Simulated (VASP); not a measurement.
# Be3AgS4: single point with PBE

Be3AgS4:

```
Be Ag S
1.0
     5.25297    0.00000    0.00000
     0.00000    5.25297    0.00000
     0.00000    0.00000    5.25297
Be Ag S
3 1 4
Direct
  0.00000 0.50000 0.50000
  0.50000 0.00000 0.50000
  0.50000 0.50000 0.00000
  0.50000 0.50000 0.50000
  0.50000 0.00000 0.00000
  0.00000 0.50000 0.00000
  0.00000 0.00000 0.50000
  0.00000 0.00000 0.00000
```

```
Program                : VASP 6.6.1
Task                   : single point
Functional             : PBE
Potentials or basis    : VASP PAW PBE potentials, release 64 (Be, Ag, S)
Cutoff                 : 520 eV
k mesh                 : 4 × 4 × 4
Occupations            : gaussian, width 0.1 eV
Spin                   : no spin polarisation
Dipole correction      : no
Further INCAR settings : ALGO = Normal; EDIFF = 1e-07; NBANDS = 30
```

```
Pressure : -12.3 GPa
```

Levels at points of the mesh, in eV from the Fermi level:
```
           k point  band 16  band 17  band 18  band 19  band 20  band 21  band 22  band 23  band 24  band 25
(0.00, 0.00, 0.00)    -3.73    -3.70    -3.70    -3.70     0.23     0.23     1.59     1.59     1.59     2.07
(0.50, 0.00, 0.00)    -3.27    -3.27    -2.98    -2.76    -1.51    -0.37     0.83     0.83     2.04     2.04
(0.50, 0.50, 0.00)    -2.82    -2.76    -2.76    -2.33    -2.17    -1.63    -0.08     1.15     1.15     2.07
(0.50, 0.50, 0.50)    -2.86    -2.74    -2.74    -2.20    -2.20    -2.20    -2.04     2.43     2.43     2.43
```

It took 40 s on 1 thread of Oxide Virtual Turin-like Processor, with other jobs on the host, peak memory 0.22 GiB.
